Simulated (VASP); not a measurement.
Here is a VASP 6.6.1 calculation.

The input INCAR:

```
SYSTEM = As
PREC     = Accurate       ! precision mode
ENCUT    = 520            ! plane-wave cutoff, eV
EDIFF    = 1E-6           ! SCF threshold, eV
ISMEAR   = -1             ! smearing method
SIGMA    = 0.1            ! smearing width, eV
LREAL    = .FALSE.        ! projectors in reciprocal space
LASPH    = .TRUE.         ! aspherical terms in the spheres
NELM     = 100            ! most SCF steps
ALGO     = Normal         ! electronic algorithm
ISIF     = 2              ! what is computed and relaxed
LWAVE    = .FALSE.        ! write WAVECAR
LCHARG   = .FALSE.        ! write CHGCAR
GGA      = RP             ! functional
NBANDS   = 12             ! bands
```

The input KPOINTS:

```
regular mesh
0
G
  17 17 17
  0 0 0
```

POSCAR

```
As
1.0
    1.8236403154      1.0528792270      6.9252809082
   -1.8236403154      1.0528792270      6.9252809082
    0.0000000000     -2.1057584540      6.9252809082
As
2
Direct
    0.7999022461      0.7999022461      0.7999022461
    0.2000977539      0.2000977539      0.2000977539
```

Potentials or basis: VASP PAW PBE potentials, release 64 (As).

The run is started by

```bash
$ cat potpaw_PBE.64/As/POTCAR > POTCAR
$ mpirun -np 1 vasp_std > vasp.out
```

Q: Predict the pressure.

A: 0.1 GPa.

Q: Predict the band gap on the k mesh.

A: 1.66 eV (least direct gap 1.80 eV).

Forces on the atoms (eV/Å):
```
As   0.000  0.000 -0.075
As   0.000  0.000  0.075
```

Caveat: the PAW data sets were made with another functional, which shifts forces and pressure a little. A k mesh can miss the band edges.
